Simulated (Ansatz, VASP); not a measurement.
# Ge: VASP beside Ansatz

```
Ge
1.0
     0.00000    3.03893    2.69158
     3.03893    0.00000    2.69158
     3.03893    3.03893    0.00000
Ge
2
Direct
  0.50000 0.50000 0.50000
  0.75000 0.75000 0.75000
```

Alike in both runs: task single point; functional PBE; k mesh 14 × 14 × 14; occupations gaussian, width 0.15 eV; no spin polarisation.

|  | VASP | Ansatz |
| --- | --- | --- |
| version | VASP 6.6.1 | Ansatz 0.2.0 |
| potentials or method | VASP PAW PBE potentials, release 64 (Ge_d), cutoff 520 eV | scalar-relativistic, plane waves, PAW |
| valence electrons in the cell | 28 | 28 |

VASP gave:

```
gap on the k mesh at the Fermi level (eV)                     : none
pressure (GPa)                                                : -2.2
traceless stress, the component that is largest in VASP (GPa) : 4.05
```

Task: Which values does Ansatz return?

Result: gap on the k mesh at the Fermi level (eV): none; pressure (GPa): -2.1; traceless stress, the component that is largest in VASP (GPa): 4.04.

A gap of «none» marks a metal or a gap that the smearing closes. The functional is the same, so the differences come from potentials, cutoffs and numerics.
